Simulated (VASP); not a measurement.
TaW, 2 atoms in the cell. The structure is orthorhombic, space group Cmmm (No. 65). The conventional cell has a = 3.228 Å, b = 4.614 Å, c = 4.521 Å, α = 90.00°, β = 90.00°, γ = 90.00°. Within 3.7 Å of Ta (site symmetry mmm) lie 8 W at 2.78 to 3.23 Å and 6 Ta at 2.82 to 3.23 Å. W (site symmetry mmm) has 8 Ta at 2.78 to 3.23 Å and 6 W at 2.82 to 3.23 Å within 3.7 Å. 

| Property | Result |
| --- | --- |
| Program | VASP 6.6.1 |
| Task | single point |
| Functional | PBEsol |
| Potentials or basis | VASP PAW PBE potentials, release 64 (Ta_pv, W_sv) |
| Cutoff | 520 eV |
| k mesh | 12 × 12 × 7 |
| Occupations | methfessel-paxton, width 0.1 eV |
| Spin | no spin polarisation |
| Dipole correction | no |
| Further INCAR settings | ALGO = Normal; EDIFF = 1e-07; NBANDS = 20 |

Potentials or basis: VASP PAW PBE potentials, release 64 (Ta_pv, W_sv).

The run is started by

```console
$ cat potpaw_PBE.64/Ta_pv/POTCAR potpaw_PBE.64/W_sv/POTCAR > POTCAR
$ mpirun -np 1 vasp_std > vasp.out
```

Hardware: 1 thread of AMD EPYC 9R45 (Zen 5), on a shared host.

Question: How long does it take, and how much memory?

Answer: Wall time 57 s on 1 thread of AMD EPYC 9R45 (Zen 5), on a shared host, peak memory 0.21 GiB. Counts: scf iterations 13, k points 172.
